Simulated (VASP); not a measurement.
# ScAl (P4mm) in VASP: notebook

Runs on ScAl. Level: r2SCAN. Tasks: single point.

Everything below comes from runs of VASP 6.6.1. Logs are shortened: lines on timing, memory, paths and dates and some standing lists are left out, and cuts for length are marked.

## (1) The cell of the first run

The structure is tetragonal, space group P4mm (No. 99). The conventional cell has a = 3.369 Å, b = 3.369 Å, c = 3.369 Å, α = 90.00°, β = 90.00°, γ = 90.00°. Within 3.6 Å of Sc (site symmetry 4mm) lie 8 Al at 2.75 to 3.11 Å and 6 Sc at 3.37 Å. Al (site symmetry 4mm) has 8 Sc at 2.75 to 3.11 Å and 6 Al at 3.37 Å within 3.6 Å.

## (2) Single point, r2SCAN (atoms displaced along a vibrational mode)

POSCAR

```
ScAl
1.0
    3.3690951253      0.0000000000      0.0000000000
    0.0000000000      3.3690951253      0.0000000000
    0.0000000000      0.0000000000      3.3690951253
Sc Al
1 1
Direct
    0.5356284281      0.5000000000      0.5000000000
   -0.0593631205      0.0000000000      0.0000000000
```

INCAR.step1

```
SYSTEM = ScAl
ALGO = Normal ; EDIFF = 1E-4
ENCUT = 520 ; GGA = PE
ISMEAR = 0 ; LASPH = .TRUE.
LCHARG = .FALSE. ; LREAL = .FALSE.
LWAVE = .TRUE. ; NBANDS = 14
NELM = 60 ; PREC = Accurate
SIGMA = 0.15
```

INCAR.step2

```
SYSTEM = ScAl
ALGO = Normal ; EDIFF = 1E-6
ENCUT = 520 ; ISIF = 2
ISMEAR = 0 ; ISTART = 1
LASPH = .TRUE. ; LCHARG = .FALSE.
LMIXTAU = .TRUE. ; LREAL = .FALSE.
LWAVE = .FALSE. ; METAGGA = R2SCAN
NBANDS = 14 ; NELM = 60
PREC = Accurate ; SIGMA = 0.15
```

KPOINTS

```
k-points
0
G
  18 18 18
  0 0 0
```

Potentials or basis: VASP PAW PBE potentials, release 64 (Sc_sv, Al).

Run with:

```bash
$ cat potpaw_PBE.64/Sc_sv/POTCAR potpaw_PBE.64/Al/POTCAR > POTCAR
$ cp INCAR.step1 INCAR
$ mpirun -np 1 vasp_std > vasp.out
$ cp INCAR.step2 INCAR
$ mpirun -np 1 vasp_std > vasp.out
```

OUTCAR:

```text
SYSTEM = ScAl
   EDIFF = 1E-6
   ENCUT = 520
   ISIF = 2
   ISMEAR = 0
   ISTART = 1
   LASPH = .TRUE.
   LREAL = .FALSE.
   METAGGA = R2SCAN
   NELM = 60
   PREC = Accurate

 ion  position               nearest neighbor table
   1  0.536  0.500  0.500-   2 2.75   2 2.75   2 2.75   2 2.75   2 3.11   2 3.11   2 3.11   2 3.11

   2  0.941  0.000  0.000-   1 2.75   1 2.75   1 2.75   1 2.75   1 3.11   1 3.11   1 3.11   1 3.11

  LATTYP: Found a simple cubic cell.
 ALAT       =     3.3690951253

  Lattice vectors:

 A1 = (   3.3690951253,   0.0000000000,   0.0000000000)
 A2 = (   0.0000000000,   3.3690951253,   0.0000000000)
 A3 = (   0.0000000000,   0.0000000000,   3.3690951253)

Analysis of symmetry for initial positions (statically):
=====================================================================
 Subroutine PRICEL returns:
 Original cell was already a primitive cell.

 Routine SETGRP: Setting up the symmetry group for a
 simple cubic supercell.

 Subroutine GETGRP returns: Found  8 space group operations
 (whereof  8 operations were pure point group operations)
 out of a pool of 48 trial point group operations.

The static configuration has the point symmetry C_4v.

Analysis of symmetry for dynamics (positions and initial velocities):
=====================================================================
 Subroutine PRICEL returns:
 Original cell was already a primitive cell.

 Routine SETGRP: Setting up the symmetry group for a
 simple cubic supercell.

 Subroutine GETGRP returns: Found  8 space group operations
 (whereof  8 operations were pure point group operations)
 out of a pool of 48 trial point group operations.

The dynamic configuration has the point symmetry C_4v.

 Subroutine INISYM returns: Found  8 space group operations
 (whereof  8 operations are pure point group operations),
 and found     1 'primitive' translations

----------------------------------------------------------------------------------------

                                     Primitive cell

  volume of cell :      38.2419

  direct lattice vectors                    reciprocal lattice vectors
     3.369095125  0.000000000  0.000000000     0.296815603  0.000000000  0.000000000
     0.000000000  3.369095125  0.000000000     0.000000000  0.296815603  0.000000000
     0.000000000  0.000000000  3.369095125     0.000000000  0.000000000  0.296815603

  length of vectors
     3.369095125  3.369095125  3.369095125     0.296815603  0.296815603  0.296815603

  position of ions in fractional coordinates (direct lattice)
     0.535628428  0.500000000  0.500000000
     0.940636879  0.000000000  0.000000000

  ion indices of the primitive-cell ions
   primitive index   ion index
                 1           1
                 2           2

----------------------------------------------------------------------------------------

 KPOINTS: k-points

Automatic generation of k-mesh.
 Grid dimensions read from file:
 generate k-points for:   18   18   18

 Generating k-lattice:

  Cartesian coordinates                     Fractional coordinates (reciprocal lattice)
     0.016489756  0.000000000  0.000000000     0.055555556  0.000000000  0.000000000
     0.000000000  0.016489756  0.000000000     0.000000000  0.055555556  0.000000000
     0.000000000  0.000000000  0.016489756     0.000000000  0.000000000  0.055555556

  Length of vectors
     0.016489756  0.016489756  0.016489756

  Shift w.r.t. Gamma in fractional coordinates (k-lattice)
     0.000000000  0.000000000  0.000000000

 Subroutine IBZKPT returns following result:
 ===========================================

 Found    550 irreducible k-points:

 Following reciprocal coordinates:
            Coordinates               Weight
  0.000000  0.000000  0.000000      1.000000
  0.055556  0.000000  0.000000      2.000000
  0.000000  0.055556  0.000000      4.000000
  0.111111  0.000000  0.000000      2.000000
  0.000000  0.111111  0.000000      4.000000
  0.166667  0.000000  0.000000      2.000000
[... 16 lines left out ...]
  0.000000  0.111111  0.055556      8.000000
  0.055556  0.000000  0.111111      8.000000
 [... further k-points ...]
   k-points           NKPTS =    550   k-points in BZ     NKDIM =    550   number of bands    NBANDS=     14
   number of dos      NEDOS =    301   number of ions     NIONS =      2
   total plane-waves  NPLWV =  21952
   dimension x,y,z NGX =    28 NGY =   28 NGZ =   28
   dimension x,y,z NGXF=    56 NGYF=   56 NGZF=   56
   ions per type =               1   1
   NGX,Y,Z   is equivalent  to a cutoff of  13.82, 13.82, 13.82 a.u.
   NGXF,Y,Z  is equivalent  to a cutoff of  27.63, 27.63, 27.63 a.u.
 SYSTEM =  ScAl
   PREC   = accura    normal or accurate (medium, high low for compatibility)
   ISTART =      1    job   : 0-new  1-cont  2-samecut
   ICHARG =      0    charge: 1-file 2-atom 10-const
   ISPIN  =      1    spin polarized calculation?
   LNONCOLLINEAR =      F non collinear calculations
   LSORBIT =      F    spin-orbit coupling
   LASPH  =      T    aspherical Exc in radial PAW
   ENCUT  =  520.0 eV  38.22 Ry    6.18 a.u.   6.26  6.26  6.26*2*pi/ulx,y,z
   NELM   =     60;   NELMIN=  2; NELMDL=  0     # of ELM steps
   EDIFF  = 0.1E-05   stopping-criterion for ELM
   LREAL  =      F    real-space projection
   EDIFFG = 0.1E-04   stopping-criterion for IOM
   NSW    =      0    number of steps for IOM
   IBRION =     -1    ionic relax: 0-MD 1-quasi-New 2-CG
   NFREE  =      0    steps in history (QN), initial steepest desc. (CG)
   ISIF   =      2    stress and relaxation
   ISYM   =      2    0-nonsym 1-usesym 2-fastsym
   POTIM  = 0.5000    time-step for ionic-motion
   TEBEG  =    0.0;   TEEND  =   0.0 temperature during run
   PSTRESS=    0.0 pullay stress
   NELECT =      14.0000    total number of electrons
   NUPDOWN=      -1.0000    fix difference up-down
   EMIN   =  10.00;   EMAX   =-10.00  energy-range for DOS
   EFERMI =   0.00;   METHOD = LEGACY
   ISMEAR =     0;   SIGMA  =   0.15  broadening in eV -4-tet -1-fermi 0-gaus
   EFERMI_NEDOS =   21; number of points for ismear=-14 and -15
   IALGO  =     38    algorithm
   IMIX   =      4    mixing-type and parameters
     AMIX     =   0.40;   BMIX     =  1.00
     AMIX_MAG =   1.60;   BMIX_MAG =  1.00
  volume/ion in A,a.u.               =      19.12       129.03
  Fermi-wavevector in a.u.,A,eV,Ry     =   1.171128  2.213110 18.660934  1.371540
  Thomas-Fermi vector in A             =   2.307576
   LORBIT       =      0    0 simple, 1 ext, 2 COOP (PROOUT), +10 PAW based schemes
   METAGGA = R2SCAN    functional components
   LHFCALC =     F    Hartree Fock is set to
   AEXX    =    0.0000 exact exchange contribution
   IVDW    =     0    specifies the selected vdW correction
   LEPSILON=     F    determine dielectric tensor
   LRPA    =     F    only Hartree local field effects (RPA)
 non-spin polarized calculation
 Gauss-broadening in eV      SIGMA  =   0.15
  energy-cutoff  :      520.00
  volume of cell :       38.24
 maximum number of plane-waves:      1064
 NGX is ok and might be reduce to    28
   NGX = 13   NGY = 13   NGZ = 13

 number of electron      14.0000002 magnetization

 Free energy of the ion-electron system (eV)
  ---------------------------------------------------
  ext. energy  EPLUGINS =         0.00000000
  ---------------------------------------------------
  free energy    TOTEN  =       -18.78868221 eV

  energy without entropy =      -18.78062401  energy(sigma->0) =      -18.78465311

 E-fermi :   6.1204     XC(G=0): -11.0111

 val. band max:        6.1202279494   @ k =   0.1111   0.0556   0.3889
 cond. band min:       6.1330950981   @ k =   0.3889   0.1111   0.4444
 fundamental gap:      0.0128671487
 Fermi energy:         6.1203688072

 k-point     1 :       0.0000    0.0000    0.0000
  band No.  band energies     occupation
      1     -45.4133      2.00000
      2     -23.0410      2.00000
      3     -23.0328      2.00000
      4     -23.0328      2.00000
      5      -2.8777      2.00000
      6       5.3335      2.00000
      7       5.3607      2.00000
      8       8.9407      0.00000
      9       8.9407      0.00000
     10       9.0313      0.00000
     11      10.2586      0.00000
     12      10.2586      0.00000
     13      10.3725      0.00000
     14      14.8617      0.00000

 k-point     2 :       0.0556    0.0000    0.0000
  band No.  band energies     occupation
      1     -45.4128      2.00000
      2     -23.0468      2.00000
      3     -23.0323      2.00000
      4     -23.0323      2.00000
      5      -2.8314      2.00000
      6       5.2843      2.00000
      7       5.3845      2.00000
      8       8.7997      0.00000
      9       8.7997      0.00000
     10       9.0380      0.00000
     11      10.2098      0.00000
     12      10.4286      0.00000
     13      10.4286      0.00000
     14      15.0753      0.00000

 k-point     3 :       0.0000    0.0556    0.0000
  band No.  band energies     occupation
      1     -45.4128      2.00000
      2     -23.0409      2.00000
      3     -23.0383      2.00000
      4     -23.0323      2.00000
      5      -2.8307      2.00000
      6       5.3056      2.00000
      7       5.3663      2.00000
      8       8.7511      0.00000
      9       8.8369      0.00000
     10       9.0780      0.00000
     11       9.9364      0.00000
     12      10.4385      0.00000
     13      10.6975      0.00000
     14      14.8042      0.00000

 k-point     4 :       0.1111    0.0000    0.0000
  band No.  band energies     occupation
      1     -45.4115      2.00000
      2     -23.0633      2.00000
      3     -23.0308      2.00000
      4     -23.0308      2.00000
      5      -2.6934      2.00000
      6       5.1181      2.00000
      7       5.4542      2.00000
      8       8.4996      0.00000
      9       8.4996      0.00000
     10       9.0574      0.00000
     11       9.8672      0.00000
     12      10.8167      0.00000
     13      10.8167      0.00000
     14      14.8936      0.00000

 k-point     5 :       0.0000    0.1111    0.0000
  band No.  band energies     occupation
      1     -45.4114      2.00000
      2     -23.0560      2.00000
      3     -23.0388      2.00000
      4     -23.0307      2.00000
      5      -2.6908      2.00000
      6       5.1450      2.00000
      7       5.4382      2.00000
      8       8.4184      0.00000
      9       8.5918      0.00000
     10       9.1113      0.00000
     11       9.5553      0.00000
[... 276 lines left out ...]
 k-point    22 :       0.1111    0.0556    0.0000
  band No.  band energies     occupation
      1     -45.4110      2.00000
      2     -23.0628      2.00000
      3     -23.0367      2.00000
      4     -23.0303      2.00000
      5      -2.6472      2.00000
      6       5.1352      2.00000
      7       5.4219      2.00000
      8       8.3622      0.00000
      9       8.4544      0.00000
     10       9.0009      0.00000
     11       9.9332      0.00000
     12      10.7485      0.00000
     13      10.9548      0.00000
     14      14.9631      0.00000

 k-point    23 :       0.0000    0.1111    0.0556
  band No.  band energies     occupation
      1     -45.4110      2.00000
      2     -23.0555      2.00000
      3     -23.0386      2.00000
      4     -23.0363      2.00000
      5      -2.6446      2.00000
      6       5.1570      2.00000
      7       5.4135      2.00000
      8       8.2336      0.00000
      9       8.6065      0.00000
     10       8.9703      0.00000
     11       9.7996      0.00000
     12      10.6092      0.00000
     13      11.3356      0.00000
     14      14.6086      0.00000

 k-point    24 :       0.0556    0.0000    0.1111
  band No.  band energies     occupation
      1     -45.4110      2.00000
      2     -23.0556      2.00000
      3     -23.0444      2.00000
      4     -23.0302      2.00000
      5      -2.6452      2.00000
      6       5.1583      2.00000
      7       5.4069      2.00000
      8       8.3935      0.00000
      9       8.4117      0.00000
     10       9.0430      0.00000
     11       9.7066      0.00000
     12      10.9779      0.00000
     13      10.9845      0.00000
     14      14.7716      0.00000

 [... further k-points ...]

------------------------ aborting loop because EDIFF is reached ----------------------------------------

  FORCE on cell =-STRESS in cart. coord.  units (eV):
  Direction    XX          YY          ZZ          XY          YZ          ZX
  --------------------------------------------------------------------------------------
  -------------------------------------------------------------------------------------
  Total        0.4098260      0.8833410      0.8833410      0.0000000     -0.0000000      0.0000000
  in kB       17.1699998     37.0083005     37.0083005      0.0000000     -0.0000000      0.0000000
  external PRESSURE =      30.3955336 kB  Pullay stress =       0.0000000 kB

 VOLUME and BASIS-vectors are now :
 -----------------------------------------------------------------------------
  energy-cutoff  :      520.00
  volume of cell :       38.24
      direct lattice vectors                 reciprocal lattice vectors
     3.369095125  0.000000000  0.000000000     0.296815603  0.000000000  0.000000000
     0.000000000  3.369095125  0.000000000     0.000000000  0.296815603  0.000000000
     0.000000000  0.000000000  3.369095125     0.000000000  0.000000000  0.296815603

 POSITION                                       TOTAL-FORCE (eV/Angst)
 -----------------------------------------------------------------------------------
      1.80458      1.68455      1.68455        -1.701962      0.000000     -0.000000
      3.16910      0.00000      0.00000         1.701962     -0.000000      0.000000
 -----------------------------------------------------------------------------------
    total drift:                               -0.000745     -0.000000      0.000000

  FREE ENERGIE OF THE ION-ELECTRON SYSTEM (eV)
  ---------------------------------------------------
  free  energy   TOTEN  =       -18.7886822125 eV

  energy  without entropy=      -18.7806240084  energy(sigma->0) =      -18.78465311
```

Wall time 5.4 min (1 thread of Intel Xeon 6975P-C (Granite Rapids), shared host); peak memory 0.41 GiB.

Results:

```
Free energy            : -18.7887 eV
Pressure               : 3.0 GPa
Largest force          : 1.702 eV/Å
Band gap on the k mesh : zero (bands 7 and 8 overlap by 1.10 eV)
```

Forces in eV/Å, atoms in the order of the input:
```
Sc  -1.702  0.000  0.000
Al   1.702  0.000  0.000
```

Stress tensor (GPa, compression positive):
```
1.72 0.00 0.00
0.00 3.70 0.00
0.00 0.00 3.70
```

Levels at points of the mesh, in eV from the Fermi level:
```
           k point  band 5  band 6  band 7  band 8  band 9  band 10
(0.00, 0.00, 0.00)   -9.00   -0.79   -0.76    2.82    2.82     2.91
(0.50, 0.00, 0.00)   -6.12   -4.84    0.22    0.95    0.95     3.14
(0.00, 0.50, 0.00)   -6.06   -4.85    0.28    0.79    1.04     3.19
(0.50, 0.50, 0.00)   -4.89   -2.21   -2.14   -0.75    1.54     1.74
(0.00, 0.50, 0.50)   -5.00   -2.14   -2.14   -0.74    1.86     1.86
(0.50, 0.50, 0.50)   -2.89   -2.67   -2.67   -0.18    2.84     2.84
```

Caveat: the cell differs from its parent crystal (atoms displaced along a vibrational mode); the cell stands under pressure; the PAW data sets were made with another functional, which shifts forces and pressure a little.

## (3) Single point, r2SCAN (atoms displaced along a vibrational mode)

POSCAR

```
ScAl
1.0
    3.3690951253      0.0000000000      0.0000000000
    0.0000000000      3.3690951253      0.0000000000
    0.0000000000      0.0000000000      3.3690951253
Sc Al
1 1
Direct
    0.4688251254      0.5000000000      0.5000000000
    0.0519427305      0.0000000000      0.0000000000
```

INCAR.step1

```
SYSTEM = ScAl
PREC     = Accurate       ! precision mode
ENCUT    = 520            ! plane-wave cutoff, eV
ISMEAR   = 0              ! smearing method
SIGMA    = 0.15           ! smearing width, eV
LREAL    = .FALSE.        ! projectors in reciprocal space
LASPH    = .TRUE.         ! aspherical terms in the spheres
NELM     = 80             ! most SCF steps
NBANDS   = 14             ! bands
GGA      = PE             ! functional
ALGO     = Normal         ! electronic algorithm
EDIFF    = 1E-4           ! SCF threshold, eV
LWAVE    = .TRUE.         ! write WAVECAR
LCHARG   = .FALSE.        ! write CHGCAR
```

INCAR.step2

```
SYSTEM = ScAl
PREC     = Accurate       ! precision mode
ENCUT    = 520            ! plane-wave cutoff, eV
EDIFF    = 1E-6           ! SCF threshold, eV
ISMEAR   = 0              ! smearing method
SIGMA    = 0.15           ! smearing width, eV
LREAL    = .FALSE.        ! projectors in reciprocal space
LASPH    = .TRUE.         ! aspherical terms in the spheres
NELM     = 80             ! most SCF steps
ALGO     = Normal         ! electronic algorithm
ISIF     = 2              ! what is computed and relaxed
LWAVE    = .FALSE.        ! write WAVECAR
LCHARG   = .TRUE.         ! write CHGCAR
METAGGA  = R2SCAN         ! meta-GGA
LMIXTAU  = .TRUE.       
LELF     = .TRUE.         ! ELF
LVHAR    = .TRUE.       
NBANDS   = 14             ! bands
ISTART   = 1
```

KPOINTS

```
regular mesh
0
G
  18 18 18
  0 0 0
```

Potentials or basis: VASP PAW PBE potentials, release 64 (Sc_sv, Al).

Run with:

```bash
$ cat potpaw_PBE.64/Sc_sv/POTCAR potpaw_PBE.64/Al/POTCAR > POTCAR
$ cp INCAR.step1 INCAR
$ mpirun -np 1 vasp_std > vasp.out
$ cp INCAR.step2 INCAR
$ mpirun -np 1 vasp_std > vasp.out
```

Wall time 5.6 min (1 thread of Intel Xeon 6975P-C (Granite Rapids), shared host); peak memory 0.41 GiB.

It converged, with:

| Quantity | Value |
| --- | --- |
| Free energy | -18.8527 eV |
| Pressure | 2.4 GPa |
| Largest force | 1.497 eV/Å |
| Band gap on the k mesh | zero (bands 7 and 8 overlap by 1.14 eV) |

Forces on the atoms (eV/Å):
```
Sc   1.497  0.000  0.000
Al  -1.497  0.000  0.000
```

Stress tensor (GPa, compression positive):
```
1.41 0.00 0.00
0.00 2.89 0.00
0.00 0.00 2.89
```

Levels at points of the mesh, in eV from the Fermi level:
```tsv
k point	band 3	band 4	band 5	band 6	band 7	band 8	band 9	band 10	band 11	band 12
(0.00, 0.00, 0.00)	-29.17	-29.17	-9.01	-0.77	-0.75	2.84	2.84	2.92	4.08	4.08
(0.50, 0.00, 0.00)	-29.15	-29.15	-6.12	-4.86	0.24	0.93	0.93	3.15	4.11	6.37
(0.00, 0.50, 0.00)	-29.16	-29.15	-6.07	-4.87	0.29	0.81	1.00	3.19	4.06	5.99
(0.50, 0.50, 0.00)	-29.33	-29.13	-4.91	-2.20	-2.15	-0.78	1.57	1.73	3.94	5.26
(0.00, 0.50, 0.50)	-29.33	-29.14	-5.00	-2.15	-2.15	-0.77	1.82	1.82	3.95	5.07
(0.50, 0.50, 0.50)	-29.31	-29.31	-2.86	-2.69	-2.69	-0.21	2.85	2.85	3.03	4.01
```

Caveat: the cell differs from its parent crystal (atoms displaced along a vibrational mode); the PAW data sets were made with another functional, which shifts forces and pressure a little.
